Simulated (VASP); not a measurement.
A run of VASP 6.6.1 is set up as follows.

POSCAR

```
MoS2
1.0
    3.2704375705      0.0000000000      0.0000000000
   -1.6352187853      2.8322820176      0.0000000000
    0.0000000000      0.0000000000      6.1053271310
Mo S
1 2
Direct
    0.0000000000      0.0000000000      0.5000000000
    0.3333333333      0.6666666667      0.2533961981
    0.6666666667      0.3333333333      0.7466038019
```

The input INCAR.step1:

```
  PREC = Accurate
  ENCUT = 520
  ISMEAR = 0
  SIGMA = 0.15
  LREAL = False
  LASPH = True
  NELM = 80
  NBANDS = 20
  GGA = PE
  ALGO = Normal
  EDIFF = 1E-4
  LWAVE = True
  LCHARG = False
```

Contents of INCAR.step2:

```
  PREC = Accurate
  ENCUT = 520
  EDIFF = 1E-6
  ISMEAR = 0
  SIGMA = 0.15
  LREAL = False
  LASPH = True
  NELM = 80
  ALGO = Normal
  ISIF = 2
  LWAVE = False
  LCHARG = False
  METAGGA = R2SCAN
  LMIXTAU = True
  NBANDS = 20
  ISTART = 1
```

Contents of KPOINTS:

```
regular mesh
0
Gamma
  18 18 8
```

Potentials or basis: VASP PAW PBE potentials, release 64 (Mo_sv, S).

Launch:

```bash
$ cat potpaw_PBE.64/Mo_sv/POTCAR potpaw_PBE.64/S/POTCAR > POTCAR
$ cp INCAR.step1 INCAR
$ mpirun -np 1 vasp_std > vasp.out
$ cp INCAR.step2 INCAR
$ mpirun -np 1 vasp_std > vasp.out
```

Question: What does it give for the largest force?

Answer: 0.302 eV/Å.

Question: What does it give for the band gap on the k mesh?

Answer: Zero (bands 13 and 14 overlap by 1.16 eV).

Question: Estimate the pressure.

Answer: 0.4 GPa.

Forces in eV/Å, atoms in the order of the input:
```
Mo   0.000  0.000  0.000
S    0.000  0.000 -0.302
S    0.000  0.000  0.302
```

Caveat: the PAW data sets were made with another functional, which shifts forces and pressure a little.
